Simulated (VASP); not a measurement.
# Zn2C (fluorite type) in VASP: further runs

Runs on Zn2C (fluorite type). Level: PBE. Tasks: single point.

Everything below comes from runs of VASP 6.6.1. Logs are shortened: lines on timing, memory, paths and dates and some standing lists are left out, and cuts for length are marked.

## Step 1: The cell of the first run

The structure is cubic, space group Fm-3m (No. 225). Conventional cell: a = 5.209 Å, b = 5.209 Å, c = 5.209 Å, α = 90.00°, β = 90.00°, γ = 90.00°. Within 3.0 Å of C (site symmetry m-3m) lie 8 Zn at 2.26 Å. Within 3.0 Å of Zn (site symmetry -43m) lie 4 C at 2.26 Å and 6 Zn at 2.60 Å.

## Step 2: Single point, PBE

INCAR reads:

```
ALGO     = Normal         # electronic algorithm
EDIFF    = 1E-6           # SCF threshold, eV
ENCUT    = 520            # plane-wave cutoff, eV
GGA      = PE             # functional
ISIF     = 2              # what is computed and relaxed
ISMEAR   = -1             # smearing method
LASPH    = T              # aspherical terms in the spheres
LCHARG   = F              # write CHGCAR
LREAL    = F              # projectors in reciprocal space
LWAVE    = F              # write WAVECAR
NBANDS   = 21             # bands
NELM     = 100            # most SCF steps
PREC     = Accurate       # precision mode
SIGMA    = 0.08           # smearing width, eV
```

KPOINTS reads:

```
k-points
0
Gamma
  11 11 11
```

POSCAR reads:

```
Zn2C
1.0
    0.0000000000      2.6044255414      2.6044255414
    2.6044255414      0.0000000000      2.6044255414
    2.6044255414      2.6044255414      0.0000000000
C Zn
1 2
Direct
    0.0000000000      0.0000000000      0.0000000000
    0.2500000000      0.2500000000      0.2500000000
    0.7500000000      0.7500000000      0.7500000000
```

Potentials or basis: VASP PAW PBE potentials, release 64 (C, Zn).

Launch:

```bash
> cat potpaw_PBE.64/C/POTCAR potpaw_PBE.64/Zn/POTCAR > POTCAR
> mpirun -np 1 vasp_std > vasp.out
```

OUTCAR:

```text
EDIFF = 1E-6
   ENCUT = 520
   GGA = PE
   ISIF = 2
   ISMEAR = -1
   LASPH = T
   LREAL = F
   NELM = 100
   PREC = Accurate

 ion  position               nearest neighbor table
   1  0.000  0.000  0.000-   2 2.26   3 2.26   3 2.26   3 2.26   3 2.26   2 2.26   2 2.26   2 2.26

   2  0.250  0.250  0.250-   1 2.26   1 2.26   1 2.26   1 2.26   3 2.60   3 2.60   3 2.60   3 2.60
                             3 2.60   3 2.60
   3  0.750  0.750  0.750-   1 2.26   1 2.26   1 2.26   1 2.26   2 2.60   2 2.60   2 2.60   2 2.60
                             2 2.60   2 2.60

  LATTYP: Found a face centered cubic cell.
 ALAT       =     5.2088510828

  Lattice vectors:

 A1 = (   0.0000000000,   2.6044255414,   2.6044255414)
 A2 = (   2.6044255414,   0.0000000000,   2.6044255414)
 A3 = (   2.6044255414,   2.6044255414,   0.0000000000)

Analysis of symmetry for initial positions (statically):
=====================================================================
 Subroutine PRICEL returns:
 Original cell was already a primitive cell.

 Routine SETGRP: Setting up the symmetry group for a
 face centered cubic supercell.

 Subroutine GETGRP returns: Found 48 space group operations
 (whereof 48 operations were pure point group operations)
 out of a pool of 48 trial point group operations.

The static configuration has the point symmetry O_h .

Analysis of symmetry for dynamics (positions and initial velocities):
=====================================================================
 Subroutine PRICEL returns:
 Original cell was already a primitive cell.

 Routine SETGRP: Setting up the symmetry group for a
 face centered cubic supercell.

 Subroutine GETGRP returns: Found 48 space group operations
 (whereof 48 operations were pure point group operations)
 out of a pool of 48 trial point group operations.

The dynamic configuration has the point symmetry O_h .

 Subroutine INISYM returns: Found 48 space group operations
 (whereof 48 operations are pure point group operations),
 and found     1 'primitive' translations

----------------------------------------------------------------------------------------

                                     Primitive cell

  volume of cell :      35.3318

[... 78 lines left out ...]
   NGX,Y,Z   is equivalent  to a cutoff of  12.64, 12.64, 12.64 a.u.
   NGXF,Y,Z  is equivalent  to a cutoff of  25.28, 25.28, 25.28 a.u.
 SYSTEM =  unknown system
   PREC   = accura    normal or accurate (medium, high low for compatibility)
   ISTART =      0    job   : 0-new  1-cont  2-samecut
   ICHARG =      2    charge: 1-file 2-atom 10-const
   ISPIN  =      1    spin polarized calculation?
   LNONCOLLINEAR =      F non collinear calculations
   LSORBIT =      F    spin-orbit coupling
   LASPH  =      T    aspherical Exc in radial PAW
   ENCUT  =  520.0 eV  38.22 Ry    6.18 a.u.   6.85  6.85  6.85*2*pi/ulx,y,z
   NELM   =    100;   NELMIN=  2; NELMDL= -5     # of ELM steps
   EDIFF  = 0.1E-05   stopping-criterion for ELM
   LREAL  =      F    real-space projection
   EDIFFG = 0.1E-04   stopping-criterion for IOM
   NSW    =      0    number of steps for IOM
   IBRION =     -1    ionic relax: 0-MD 1-quasi-New 2-CG
   NFREE  =      0    steps in history (QN), initial steepest desc. (CG)
   ISIF   =      2    stress and relaxation
   ISYM   =      2    0-nonsym 1-usesym 2-fastsym
   POTIM  = 0.5000    time-step for ionic-motion
   TEBEG  =    0.0;   TEEND  =   0.0 temperature during run
   PSTRESS=    0.0 pullay stress
   NELECT =      28.0000    total number of electrons
   NUPDOWN=      -1.0000    fix difference up-down
   EMIN   =  10.00;   EMAX   =-10.00  energy-range for DOS
   EFERMI =   0.00;   METHOD = LEGACY
   ISMEAR =    -1;   SIGMA  =   0.08  broadening in eV -4-tet -1-fermi 0-gaus
   EFERMI_NEDOS =   21; number of points for ismear=-14 and -15
   IALGO  =     38    algorithm
   IMIX   =      4    mixing-type and parameters
     AMIX     =   0.40;   BMIX     =  1.00
     AMIX_MAG =   1.60;   BMIX_MAG =  1.00
  volume/ion in A,a.u.               =      11.78        79.48
  Fermi-wavevector in a.u.,A,eV,Ry     =   1.514975  2.862888 31.227415  2.295150
  Thomas-Fermi vector in A             =   2.624561
   LORBIT       =      0    0 simple, 1 ext, 2 COOP (PROOUT), +10 PAW based schemes
   GGA     = PE    functional components
   LHFCALC =     F    Hartree Fock is set to
   AEXX    =    0.0000 exact exchange contribution
   IVDW    =     0    specifies the selected vdW correction
   LEPSILON=     F    determine dielectric tensor
   LRPA    =     F    only Hartree local field effects (RPA)
 non-spin polarized calculation
  energy-cutoff  :      520.00
  volume of cell :       35.33
 maximum number of plane-waves:       967
   NGX = 13   NGY = 13   NGZ = 13

 number of electron      27.9999971 magnetization

 Free energy of the ion-electron system (eV)
  ---------------------------------------------------
  ext. energy  EPLUGINS =         0.00000000
  ---------------------------------------------------
  free energy    TOTEN  =        -9.27345132 eV

  energy without entropy =       -9.27288523  energy(sigma->0) =       -9.27316828

 E-fermi :   4.5710     XC(G=0): -11.9127

 val. band max:        4.4091228741   @ k =   0.0000   0.0000   0.0000
 cond. band min:       5.0552517157   @ k =   0.0909   0.0000   0.0000
 fundamental gap:      0.6461288416
 Fermi energy:         4.5709848147

 k-point     1 :       0.0000    0.0000    0.0000
  band No.  band energies     occupation
      1      -9.3972      2.00000
      2      -4.1636      2.00000
      3      -4.1636      2.00000
      4      -4.1636      2.00000
      5      -3.9804      2.00000
      6      -3.9804      2.00000
[... 565 lines left out ...]
     20      14.7701      0.00000
     21      16.0432      0.00000

 [... further k-points ...]
[... 5 lines left out ...]
  --------------------------------------------------------------------------------------
  -------------------------------------------------------------------------------------
  Total        0.1294051      0.1294051      0.1294051     -0.0000000     -0.0000000     -0.0000000
  in kB        5.8680804      5.8680804      5.8680804     -0.0000000     -0.0000000     -0.0000000
  external PRESSURE =       5.8680804 kB  Pullay stress =       0.0000000 kB

 VOLUME and BASIS-vectors are now :
 -----------------------------------------------------------------------------
  energy-cutoff  :      520.00
  volume of cell :       35.33
      direct lattice vectors                 reciprocal lattice vectors
     0.000000000  2.604425541  2.604425541    -0.191980916  0.191980916  0.191980916
     2.604425541  0.000000000  2.604425541     0.191980916 -0.191980916  0.191980916
     2.604425541  2.604425541  0.000000000     0.191980916  0.191980916 -0.191980916

 POSITION                                       TOTAL-FORCE (eV/Angst)
 -----------------------------------------------------------------------------------
      0.00000      0.00000      0.00000         0.000000     -0.000000      0.000000
      1.30221      1.30221      1.30221         0.000000      0.000000      0.000000
      3.90664      3.90664      3.90664        -0.000000     -0.000000     -0.000000
 -----------------------------------------------------------------------------------
    total drift:                                0.000000      0.000000      0.000000

  FREE ENERGIE OF THE ION-ELECTRON SYSTEM (eV)
  ---------------------------------------------------
  free  energy   TOTEN  =        -9.2734513248 eV

  energy  without entropy=       -9.2728852345  energy(sigma->0) =       -9.27316828
```

Wall time 16 s (1 thread of Intel Xeon 6975P-C (Granite Rapids), shared host); peak memory 0.17 GiB.

What came out:

* Free energy: -9.2735 eV
* Pressure: 0.6 GPa
* Band gap on the k mesh: zero (filled and empty bands touch)

(Part 1 of 2 ends here.)
